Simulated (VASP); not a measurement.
Crystal: ScTaN.

```xyz
6
Lattice="3.0851 0.0000 0.0000 -1.5425 2.6717 0.0000 0.0000 0.0000 10.3401" Properties=species:S:1:pos:R:3 pbc="T T T"
Ta    0.0000    1.7812    2.5399
Ta    1.5425    0.8906    7.8003
Sc    0.0000    0.0000    0.0000
Sc    0.0000    0.0000    5.1701
N     0.0000    1.7812    6.5126
N     1.5425    0.8906    3.8275
```

Base run:

```yaml
Program: VASP 6.6.1
Functional: PBE
Potentials_or_basis: VASP PAW PBE potentials, release 64 (Ta_pv, Sc_sv, N)
Cutoff: 520 eV
k_mesh: 10 × 10 × 3
Occupations: fermi-dirac, width 0.05 eV
Spin: no spin polarisation
```

Its results: band gap on the k mesh zero (band 27 reaches 6.83 eV, above the bottom of band 28 at 6.06 eV); pressure -0.1 GPa; largest force 0.011 eV/Å.

**Question.** The run is repeated on the same cell with these changes: functional from PBE to LDA; potentials or basis from VASP PAW PBE potentials, release 64 (Ta_pv, Sc_sv, N) to VASP PAW LDA potentials, release 64 (Ta_pv, Sc_sv, N). What comes out?

**Answer.** Band gap on the k mesh zero (band 27 reaches 6.59 eV, above the bottom of band 28 at 5.84 eV); pressure -10.6 GPa; largest force 0.462 eV/Å.

Caveats: spin-orbit coupling is left out, which moves the levels of the heavy elements.
